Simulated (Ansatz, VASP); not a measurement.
## One calculation of Zn, two programs

The input POSCAR:

```
Zn
1.0
    0.0000000000      1.9647760000      1.9647760000
    1.9647760000      0.0000000000      1.9647760000
    1.9647760000      1.9647760000      0.0000000000
Zn
1
Direct
    0.0000000000      0.0000000000      0.0000000000
```

Contents of INCAR.step1:

```
ALGO = Normal
EDIFF = 1E-5
EDIFFG = -0.005
ENCUT = 500
GGA = PE
GGA_COMPAT = False
IBRION = 2
ISIF = 3
ISMEAR = -1
LASPH = True
LCHARG = False
LREAL = False
LWAVE = True
NBANDS = 12
NELM = 120
NELMIN = 4
NSW = 100
PREC = Accurate
SIGMA = 0.05
```

The input INCAR.step2:

```
AEXX = 0.25
ALGO = Normal
EDIFF = 1E-7
EDIFFG = -0.01
ENCUT = 500
GGA = PS
GGA_COMPAT = False
HFSCREEN = 0.207
IBRION = 2
ISIF = 3
ISMEAR = -1
ISTART = 1
LASPH = True
LCHARG = False
LHFCALC = True
LREAL = False
LWAVE = False
NELM = 120
NELMIN = 4
NSW = 60
PREC = Accurate
PRECFOCK = Normal
SIGMA = 0.05
```

KPOINTS

```
k-points
0
Gamma
  6 6 6
```

Contents of input:

```
crystal:
  lattice:
    - [0.0, 1.964776, 1.964776]
    - [1.964776, 0.0, 1.964776]
    - [1.964776, 1.964776, 0.0]
  atoms:
    - { symbol: Zn, position: [0.0, 0.0, 0.0] }
hamiltonian:
  xc:
    exchange: hjs_pbesol
    correlation: pbesol
    exx: { coeff: 0.25, omega: 0.207 }
  pseudopotentials: { kind: paw }
kpoints:
  mp_grid: { grid: [6, 6, 6] }
scf:
  occupations: { method: fermi_dirac, width: 0.05 }
output:
  forces: true
  stress: true
  eigenvalues: true
  write_density: true
  write_potential: true
  elf: true
  volumetric_format: npy
relax:
  f_tol: 0.01
  max_steps: 40
  cell: { stress_tol: 0.05 }
```

Alike in both runs: task relaxation of cell and atoms; functional PBEsol-based screened hybrid; k mesh 6 × 6 × 6; occupations fermi-dirac, width 0.05 eV; no spin polarisation.

```csv
,VASP,Ansatz
version,VASP 6.6.1,Ansatz 0.2.0
potentials or method,"VASP PAW PBE potentials, release 64 (Zn)",Ansatz PAW
plane-wave cutoff (eV),500,420
valence electrons in the cell,12,12
```

```csv
,VASP,Ansatz,Ansatz less VASP
"gap on the k mesh at the Fermi level, each at its own relaxed structure (eV)",none,none,-
relaxed volume (Å³/atom),14.39,14.34,-0.048
relaxed cell length with the largest relative difference (Å),2.730,2.727,-0.0031
```

VASP's potentials were made for PBE, not for PBEsol-based screened hybrid. A gap of «none» marks a metal or a gap that the smearing closes.

The k mesh is coarse, so the values compare programs but aren't converged. Noted on Ansatz's run: the plane-wave basis is chosen anew once the cell has moved, so the energies of steps on either side of that aren't comparable.
